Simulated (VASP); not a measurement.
# MgS in VASP: further runs

MgS is run at these levels: PBE; tasks: electric field gradients.

Program: VASP 6.6.1. These are calculated values, not measurements. Logs are shortened: lines on timing, memory, paths and dates and some standing lists are left out, and cuts for length are marked.

### Step 1. The cell of the first run

The structure is tetragonal, space group I4/mmm (No. 139). The conventional cell has a = 3.606 Å, b = 3.606 Å, c = 5.203 Å, α = 90.00°, β = 90.00°, γ = 90.00°. Within 3.4 Å of Mg (site symmetry 4/mmm) lie 6 S at 2.55 to 2.60 Å. Within 3.4 Å of S (site symmetry 4/mmm) lie 6 Mg at 2.55 to 2.60 Å.

### Step 2. Electric field gradients, PBE (equal xx and yy strain of -2 %)

Contents of INCAR:

```
SYSTEM = MgS
PREC     = Accurate       ! precision mode
ENCUT    = 520            ! plane-wave cutoff, eV
EDIFF    = 1E-8           ! SCF threshold, eV
ISMEAR   = -1             ! smearing method
SIGMA    = 0.01           ! smearing width, eV
LREAL    = .False.        ! projectors in reciprocal space
LASPH    = .True.         ! aspherical terms in the spheres
NELM     = 80             ! most SCF steps
ALGO     = Normal         ! electronic algorithm
ISIF     = 2              ! what is computed and relaxed
LWAVE    = .False.        ! write WAVECAR
LCHARG   = .False.        ! write CHGCAR
GGA      = PE             ! functional
LEFG     = .True.       
NBANDS   = 11             ! bands
```

Contents of KPOINTS:

```
regular mesh
0
Gamma
  8 8 8
  0 0 0
```

Contents of POSCAR:

```
MgS
1.0
    0.0000000000      2.5496170000      2.6016500000
    2.5496170000      0.0000000000      2.6016500000
    2.5496170000      2.5496170000      0.0000000000
Mg S
1 1
Direct
    0.0000000000      0.0000000000      0.0000000000
    0.5000000000      0.5000000000      0.5000000000
```

Potentials or basis: VASP PAW PBE potentials, release 64 (Mg, S).

Started as:

```bash
$ cat potpaw_PBE.64/Mg/POTCAR potpaw_PBE.64/S/POTCAR > POTCAR
$ mpirun -np 1 vasp_std > vasp.out
```

OUTCAR:

```text
SYSTEM = MgS
   PREC = Accurate
   ENCUT = 520
   EDIFF = 1E-8
   ISMEAR = -1
   LREAL = .False.
   LASPH = .True.
   NELM = 80
   ISIF = 2
   GGA = PE

 ion  position               nearest neighbor table
   1  0.000  0.000  0.000-   2 2.55   2 2.55   2 2.55   2 2.55   2 2.60   2 2.60
   2  0.500  0.500  0.500-   1 2.55   1 2.55   1 2.55   1 2.55   1 2.60   1 2.60

  LATTYP: Found a body centered tetragonal cell.
 ALAT       =     3.6057029403
 C/A-ratio  =     1.4430750636

  Lattice vectors:

 A1 = (  -2.5496170000,   0.0000000000,   2.6016500000)
 A2 = (   2.5496170000,   0.0000000000,   2.6016500000)
 A3 = (   0.0000000000,   2.5496170000,  -2.6016500000)

Analysis of symmetry for initial positions (statically):
=====================================================================
 Subroutine PRICEL returns:
 Original cell was already a primitive cell.

 Routine SETGRP: Setting up the symmetry group for a
 body centered tetragonal supercell.

 Subroutine GETGRP returns: Found 16 space group operations
 (whereof 16 operations were pure point group operations)
 out of a pool of 16 trial point group operations.

The static configuration has the point symmetry D_4h.

Analysis of symmetry for dynamics (positions and initial velocities):
=====================================================================
 Subroutine PRICEL returns:
 Original cell was already a primitive cell.

 Routine SETGRP: Setting up the symmetry group for a
 body centered tetragonal supercell.

 Subroutine GETGRP returns: Found 16 space group operations
 (whereof 16 operations were pure point group operations)
 out of a pool of 16 trial point group operations.

The dynamic configuration has the point symmetry D_4h.

 Subroutine INISYM returns: Found 16 space group operations
 (whereof 16 operations are pure point group operations),
 and found     1 'primitive' translations

----------------------------------------------------------------------------------------

                                     Primitive cell

  volume of cell :      33.8243

  direct lattice vectors                    reciprocal lattice vectors
     0.000000000  2.549617000  2.601650000    -0.196107886  0.196107886  0.192185728
     2.549617000  0.000000000  2.601650000     0.196107886 -0.196107886  0.192185728
     2.549617000  2.549617000  0.000000000     0.196107886  0.196107886 -0.192185728

  length of vectors
     3.642681645  3.642681645  3.605702940     0.337419561  0.337419561  0.337419561

  position of ions in fractional coordinates (direct lattice)
     0.000000000  0.000000000  0.000000000
     0.500000000  0.500000000  0.500000000

  ion indices of the primitive-cell ions
   primitive index   ion index
                 1           1
                 2           2

----------------------------------------------------------------------------------------

 KPOINTS: regular mesh

Automatic generation of k-mesh.
 Grid dimensions read from file:
 generate k-points for:    8    8    8

 Generating k-lattice:

  Cartesian coordinates                     Fractional coordinates (reciprocal lattice)
    -0.024513486  0.024513486  0.024023216     0.125000000  0.000000000  0.000000000
     0.024513486 -0.024513486  0.024023216     0.000000000  0.125000000  0.000000000
     0.024513486  0.024513486 -0.024023216     0.000000000  0.000000000  0.125000000

  Length of vectors
     0.042177445  0.042177445  0.042177445

  Shift w.r.t. Gamma in fractional coordinates (k-lattice)
     0.000000000  0.000000000  0.000000000

 Subroutine IBZKPT returns following result:
 ===========================================

 Found     59 irreducible k-points:

 Following reciprocal coordinates:
            Coordinates               Weight
  0.000000  0.000000  0.000000      1.000000
  0.125000  0.000000  0.000000      8.000000
  0.250000  0.000000  0.000000      8.000000
  0.375000  0.000000  0.000000      8.000000
  0.500000  0.000000  0.000000      4.000000
  0.125000  0.125000  0.000000      2.000000
[... 16 lines left out ...]
  0.250000  0.000000  0.125000     16.000000
  0.375000  0.000000  0.125000     16.000000
 [... further k-points ...]
   k-points           NKPTS =     59   k-points in BZ     NKDIM =     59   number of bands    NBANDS=     11
   number of dos      NEDOS =    301   number of ions     NIONS =      2
   total plane-waves  NPLWV =  21952
   dimension x,y,z NGX =    28 NGY =   28 NGZ =   28
   dimension x,y,z NGXF=    56 NGYF=   56 NGZF=   56
   ions per type =               1   1
   NGX,Y,Z   is equivalent  to a cutoff of  12.78, 12.78, 12.91 a.u.
   NGXF,Y,Z  is equivalent  to a cutoff of  25.56, 25.56, 25.82 a.u.
 SYSTEM =  MgS
   PREC   = accura    normal or accurate (medium, high low for compatibility)
   ISTART =      0    job   : 0-new  1-cont  2-samecut
   ICHARG =      2    charge: 1-file 2-atom 10-const
   ISPIN  =      1    spin polarized calculation?
   LNONCOLLINEAR =      F non collinear calculations
   LSORBIT =      F    spin-orbit coupling
   LASPH  =      T    aspherical Exc in radial PAW
   ENCUT  =  520.0 eV  38.22 Ry    6.18 a.u.   6.77  6.77  6.70*2*pi/ulx,y,z
   NELM   =     80;   NELMIN=  2; NELMDL= -5     # of ELM steps
   EDIFF  = 0.1E-07   stopping-criterion for ELM
   LREAL  =      F    real-space projection
   EDIFFG = 0.1E-06   stopping-criterion for IOM
   NSW    =      0    number of steps for IOM
   IBRION =     -1    ionic relax: 0-MD 1-quasi-New 2-CG
   NFREE  =      0    steps in history (QN), initial steepest desc. (CG)
   ISIF   =      2    stress and relaxation
   ISYM   =      2    0-nonsym 1-usesym 2-fastsym
   POTIM  = 0.5000    time-step for ionic-motion
   TEBEG  =    0.0;   TEEND  =   0.0 temperature during run
   PSTRESS=    0.0 pullay stress
   NELECT =       8.0000    total number of electrons
   NUPDOWN=      -1.0000    fix difference up-down
   EMIN   =  10.00;   EMAX   =-10.00  energy-range for DOS
   EFERMI =   0.00;   METHOD = LEGACY
   ISMEAR =    -1;   SIGMA  =   0.01  broadening in eV -4-tet -1-fermi 0-gaus
   EFERMI_NEDOS =   21; number of points for ismear=-14 and -15
   IALGO  =     38    algorithm
   IMIX   =      4    mixing-type and parameters
     AMIX     =   0.40;   BMIX     =  1.00
     AMIX_MAG =   1.60;   BMIX_MAG =  1.00
  volume/ion in A,a.u.               =      16.91       114.13
  Fermi-wavevector in a.u.,A,eV,Ry     =   1.012423  1.913202 13.945970  1.025000
  Thomas-Fermi vector in A             =   2.145531
   LORBIT       =      0    0 simple, 1 ext, 2 COOP (PROOUT), +10 PAW based schemes
   GGA     = PE    functional components
   LHFCALC =     F    Hartree Fock is set to
   AEXX    =    0.0000 exact exchange contribution
   IVDW    =     0    specifies the selected vdW correction
   LEPSILON=     F    determine dielectric tensor
   LRPA    =     F    only Hartree local field effects (RPA)
 non-spin polarized calculation
  energy-cutoff  :      520.00
  volume of cell :       33.82
 maximum number of plane-waves:       926
   NGX = 13   NGY = 13   NGZ = 13

 number of electron       7.9999999 magnetization

 Free energy of the ion-electron system (eV)
  ---------------------------------------------------
  ext. energy  EPLUGINS =         0.00000000
  ---------------------------------------------------
  free energy    TOTEN  =        -8.47592446 eV

  energy without entropy =       -8.47592446  energy(sigma->0) =       -8.47592446

 E-fermi :   4.4271     XC(G=0):  -9.8555

 val. band max:        4.1481779599   @ k =   0.0000   0.0000   0.0000
 cond. band min:       6.9212114868   @ k =   0.5000   0.0000   0.5000
 fundamental gap:      2.7730335269
 Fermi energy:         4.4271067414

 k-point     1 :       0.0000    0.0000    0.0000
  band No.  band energies     occupation
      1      -8.8110      2.00000
      2       4.0647      2.00000
      3       4.0647      2.00000
      4       4.1482      2.00000
      5       8.1305      0.00000
      6      11.8780      0.00000
      7      12.0935      0.00000
      8      12.0935      0.00000
      9      14.3411      0.00000
     10      14.6284      0.00000
     11      16.7287      0.00000

 k-point     2 :       0.1250    0.0000    0.0000
  band No.  band energies     occupation
      1      -8.6501      2.00000
      2       3.0165      2.00000
      3       3.9656      2.00000
      4       4.0012      2.00000
      5       8.9106      0.00000
      6      11.7357      0.00000
      7      12.2079      0.00000
      8      12.3708      0.00000
      9      13.7736      0.00000
     10      13.9888      0.00000
     11      17.0796      0.00000

 k-point     3 :       0.2500    0.0000    0.0000
  band No.  band energies     occupation
      1      -8.2123      2.00000
      2       1.1840      2.00000
      3       3.7384      2.00000
      4       3.7498      2.00000
      5       9.1988      0.00000
      6      11.8332      0.00000
      7      12.0809      0.00000
      8      12.6330      0.00000
      9      14.4455      0.00000
     10      14.4718      0.00000
     11      16.2727      0.00000
[... 267 lines left out ...]
 k-point    23 :       0.2500    0.0000    0.1250
  band No.  band energies     occupation
      1      -8.2462      2.00000
      2       1.6796      2.00000
      3       3.4215      2.00000
      4       3.5186      2.00000
      5       9.7909      0.00000
      6      10.9520      0.00000
      7      11.6866      0.00000
      8      12.8972      0.00000
      9      14.0015      0.00000
     10      15.2018      0.00000
     11      17.7018      0.00000

 k-point    24 :       0.3750    0.0000    0.1250
  band No.  band energies     occupation
      1      -7.7317      2.00000
      2       0.1722      2.00000
      3       3.1347      2.00000
      4       3.2347      2.00000
      5       9.4402      0.00000
      6      10.8702      0.00000
      7      12.1741      0.00000
      8      12.5505      0.00000
      9      15.7611      0.00000
     10      17.0744      0.00000
     11      17.3223      0.00000

 [... further k-points ...]

------------------------ aborting loop because EDIFF is reached ----------------------------------------

  FORCE on cell =-STRESS in cart. coord.  units (eV):
  Direction    XX          YY          ZZ          XY          YZ          ZX
  --------------------------------------------------------------------------------------
  -------------------------------------------------------------------------------------
  Total        1.1033541      1.1033541      0.5604786      0.0000000     -0.0000000      0.0000000
  in kB       52.2632910     52.2632910     26.5485527      0.0000000     -0.0000000      0.0000000
  external PRESSURE =      43.6917116 kB  Pullay stress =       0.0000000 kB

 VOLUME and BASIS-vectors are now :
 -----------------------------------------------------------------------------
  energy-cutoff  :      520.00
  volume of cell :       33.82
      direct lattice vectors                 reciprocal lattice vectors
     0.000000000  2.549617000  2.601650000    -0.196107886  0.196107886  0.192185728
     2.549617000  0.000000000  2.601650000     0.196107886 -0.196107886  0.192185728
     2.549617000  2.549617000  0.000000000     0.196107886  0.196107886 -0.192185728

 POSITION                                       TOTAL-FORCE (eV/Angst)
 -----------------------------------------------------------------------------------
      0.00000      0.00000      0.00000        -0.000000      0.000000      0.000000
      2.54962      2.54962      2.60165         0.000000     -0.000000     -0.000000
 -----------------------------------------------------------------------------------
    total drift:                                0.000000      0.000000      0.000000

  FREE ENERGIE OF THE ION-ELECTRON SYSTEM (eV)
  ---------------------------------------------------
  free  energy   TOTEN  =        -8.4759244606 eV

  energy  without entropy=       -8.4759244606  energy(sigma->0) =       -8.47592446

 Electric field gradients (V/A^2)
---------------------------------------------------------------------
 ion       V_xx      V_yy      V_zz      V_xy      V_xz      V_yz
---------------------------------------------------------------------
   1      -1.729    -1.729     3.458     0.000     0.000     0.000
   2      -0.998    -0.998     1.996    -0.000    -0.000    -0.000
---------------------------------------------------------------------

 Electric field gradients after diagonalization (V/A^2)
 (convention: |V_zz| > |V_xx| > |V_yy|)
----------------------------------------------------------------------
 ion       V_xx      V_yy      V_zz     asymmetry (V_yy - V_xx)/ V_zz
----------------------------------------------------------------------
   1      -1.729    -1.729     3.458       0.000
   2      -0.998    -0.998     1.996       0.000
----------------------------------------------------------------------

           NMR quadrupolar parameters

 Cq : quadrupolar parameter    Cq=e*Q*V_zz/h
 eta: asymmetry parameters     (V_yy - V_xx)/ V_zz
 Q  : nuclear electric quadrupole moment in mb (millibarn)
----------------------------------------------------------------------
 ion       Cq(MHz)       eta       Q (mb)
----------------------------------------------------------------------
   1       0.008       0.000       1.000
   2       0.005       0.000       1.000
----------------------------------------------------------------------
```

Run time: 22 s. Hardware: 1 thread of Intel Xeon 6975P-C, shared host; peak memory 0.17 GiB.

What came out:

```
Free energy            : -8.4759 eV
Pressure               : 4.4 GPa
Band gap on the k mesh : 2.77 eV, indirect (least direct gap 3.98 eV)
```

Electric field gradients, principal values (V/Å²):
```csv
atom,least,middle,greatest (by size)
1 Mg,-1.729,-1.729,3.458
2 S,-0.998,-0.998,1.996
```

Caveat: the cell differs from its parent crystal (equal xx and yy strain of -2 %); without QUAD_EFG the Cq values of the log hold for a quadrupole moment of 1 mb, not for the nuclei. A k mesh can miss the band edges.

(Part 1 of 2 ends here.)
